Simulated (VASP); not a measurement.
Se: single point with PBEsol

Se:

```xyz
2
Lattice="0.0000 3.0143 3.0143 3.0143 0.0000 3.0143 3.0143 3.0143 0.0000" Properties=species:S:1:pos:R:3 pbc="T T T"
Se    3.0143    3.0143    3.0143
Se    4.5214    4.5214    4.5214
```

This cell differs from its parent crystal: strained.

- Program: VASP 6.6.1
- Task: single point
- Functional: PBEsol
- Potentials or basis: VASP PAW PBE potentials, release 64 (Se)
- Cutoff: 520 eV
- k mesh: 12 × 12 × 12
- Occupations: gaussian, width 0.1 eV
- Spin: no spin polarisation
- Dipole correction: no
- Further INCAR settings: ALGO = Normal; EDIFF = 1e-06; NBANDS = 13

* Pressure: 5.2 GPa
* Band gap on the k mesh: zero (bands 6 and 7 overlap by 1.23 eV)

Levels at points of the mesh, in eV from the Fermi level:
```tsv
k point	band 4	band 5	band 6	band 7	band 8	band 9
(0.00, 0.00, 0.00)	-3.92	-3.92	-0.97	-0.97	-0.97	4.15
(0.50, 0.00, 0.00)	-4.75	-4.57	0.26	0.26	2.30	6.67
(0.50, 0.50, 0.00)	-5.66	-2.22	-2.22	2.70	2.70	6.26
```

Wall time 23 s on 1 thread of Intel(R) Xeon(R) Platinum 8488C (Sapphire Rapids), on a shared host, peak memory 0.19 GiB.

Caveat: the cell differs from its parent crystal (strained); the cell stands under pressure; the PAW data sets were made with another functional, which shifts forces and pressure a little.
